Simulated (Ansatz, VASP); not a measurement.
# Li2Se: VASP beside Ansatz

Contents of INCAR:

```
ALGO = Normal ; EDIFF = 1E-8
ENCUT = 650 ; GGA_COMPAT = False
ISIF = 2 ; ISMEAR = -1
LASPH = True ; LCHARG = False
LEFG = True ; LREAL = False
LWAVE = False ; NBANDS = 13
NELM = 120 ; PREC = Accurate
SIGMA = 0.03
```

File KPOINTS:

```
k-points
0
Gamma
  9 9 9
```

File POSCAR:

```
Li2Se
1.0
    0.0000000000      3.0420111100      3.0420111100
    3.0420111100      0.0000000000      3.0420111100
    3.0420111100      3.0420111100      0.0000000000
Li Se
2 1
Direct
    0.2500000000      0.2500000000      0.2500000000
    0.7500000000      0.7500000000      0.7500000000
    0.0000000000      0.0000000000      0.0000000000
```

Input for Ansatz:

```yaml
crystal:
  lattice:
    - [0.0, 3.04201111, 3.04201111]
    - [3.04201111, 0.0, 3.04201111]
    - [3.04201111, 3.04201111, 0.0]
  atoms:
    - { symbol: Li, position: [0.25, 0.25, 0.25] }
    - { symbol: Li, position: [0.75, 0.75, 0.75] }
    - { symbol: Se, position: [0.0, 0.0, 0.0] }
kpoints:
  mp_grid: { grid: [9, 9, 9] }
scf:
  occupations: { method: fermi_dirac, width: 0.03 }
hamiltonian:
  xc: lda
  pseudopotentials: { kind: paw }
output:
  forces: true
  stress: true
  eigenvalues: true
  efg: { contact_densities: true }
```

Change from the starting cell: volume scaled by 1.04, PAW files.

Alike in both runs: task electric field gradients; functional LDA; k mesh 9 × 9 × 9; occupations fermi-dirac, width 0.03 eV; no spin polarisation.

|  | VASP | Ansatz |
| --- | --- | --- |
| version | VASP 6.6.1 | Ansatz 0.2.0 |
| potentials or method | VASP PAW LDA potentials, release 64 (Li_sv, Se) | PAW with Ansatz's default frozen-core files, scalar-relativistic |
| plane-wave cutoff (eV) | 650 | 420 |
| valence electrons in the cell | 12 | 22 |

```tsv
	VASP	Ansatz	Ansatz less VASP
gap on the k mesh at the Fermi level (eV)	2.91	2.92	+0.004
pressure (GPa)	-3.7	-3.6	+0.07
```

LDA's correlation is that of Perdew and Zunger in VASP and of Perdew and Wang (1992) in Ansatz. VASP's potentials hold 12 valence electrons a cell and Ansatz's 22, so a difference there can come from the potentials and not from the codes.
